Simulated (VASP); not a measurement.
Runs of VASP 6.6.1 on Ir. The structure is that of space group Fm-3m (No. 225), or close to it. The cells are those of the table. 

```tsv
cell	gap on the mesh (eV)	pressure (GPa)
a = 2.775 Å, angles 60.0°, 1 atom	none	-22.7
a = 2.663 Å, angles 60.0°, 1 atom	none	(b)
a = 2.753 Å, angles 60.0°, 1 atom	none	(a)
a = 2.709 Å, angles 60.0°, 1 atom	none	(c)
a = 2.616 Å, angles 60.0°, 1 atom	none	55.1
a = 2.731 Å, angles 60.0°, 1 atom	none	-8.1
a = 2.797 Å, angles 60.0°, 1 atom	none	-28.4
a = 2.640 Å, angles 60.0°, 1 atom	none	38.4
```

Alike in all rows: task single point; level PBEsol; potentials or basis VASP PAW PBE potentials, release 64 (Ir); no spin polarisation; k mesh 13 × 13 × 13; cutoff (eV) 500; smearing fermi-dirac 0.05 eV.

Q: Estimate the missing entries.

A: (a) -16.0; (b) 24.0; (c) 1.0.

Caveats: the PAW data sets were made with another functional, which shifts forces and pressure a little; spin-orbit coupling is left out, which moves the levels of the heavy elements.

A k mesh can miss the band edges, and the runs leave out spin-orbit coupling on Ir.

A gap of «none» marks levels without a gap at the run's occupations.
